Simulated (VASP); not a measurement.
Wanted: the native input for a VASP 6.6.1 run.

| Property | Result |
| --- | --- |
| Task | relaxation of cell and atoms |
| Functional | LDA |
| Potentials or basis | VASP PAW LDA potentials, release 64 (Mg, O) |
| Cutoff | 600 eV |
| k mesh | 8 × 8 × 8 |
| Occupations | fermi-dirac, width 0.02 eV |
| Spin | no spin polarisation |
| Dipole correction | no |
| Further INCAR settings | ALGO = Normal; EDIFF = 1e-06; IBRION = 2; EDIFFG = -0.005; NSW = 80; ISIF = 3 |

The structure of MgO lies in POSCAR:

```
MgO
1.0
    2.6598216231      0.0000000000      0.0000000000
    0.0000000000      2.6598216231      0.0000000000
    0.0000000000      0.0000000000      2.6598216231
Mg O
1 1
Direct
    0.0000000000      0.0000000000      0.0000000000
    0.5000000000      0.5000000000      0.5000000000
```

These files were run (other wordings do the same):

INCAR

```
SYSTEM = MgO
ALGO = Normal
EDIFF = 1E-6
EDIFFG = -0.005
ENCUT = 600
GGA = CA
IBRION = 2
ISIF = 3
ISMEAR = -1
LASPH = .True.
LCHARG = .False.
LREAL = .False.
LWAVE = .False.
NELM = 80
NSW = 80
PREC = Accurate
SIGMA = 0.02
```

KPOINTS

```
k-points
0
Gamma
  8 8 8
  0 0 0
```

Potentials or basis: VASP PAW LDA potentials, release 64 (Mg, O).

The run is started by

```sh
$ cat potpaw_LDA.64/Mg/POTCAR potpaw_LDA.64/O/POTCAR > POTCAR
$ mpirun -np 1 vasp_std > vasp.out
```

Results of the run:

```json
{
  "Relaxed volume": "8.61 Å³/atom",
  "Relaxed cell": "a = 2.582 Å, b = 2.582 Å, c = 2.582 Å, α = 90.00°, β = 90.00°, γ = 90.00°",
  "Space group after relaxing (to 0.1 Å)": "Pm-3m (No. 221)",
  "Energy gained by relaxing": "33.0 meV/atom",
  "Ionic steps": "3",
  "Pressure after relaxing": "0.0 GPa",
  "Band gap on the k mesh": "3.03 eV (least direct gap 4.12 eV)"
}
```

Wall time 4.3 s on 1 thread of Intel(R) Xeon(R) 6975P-C (Granite Rapids), on a shared host, peak memory 0.13 GiB.
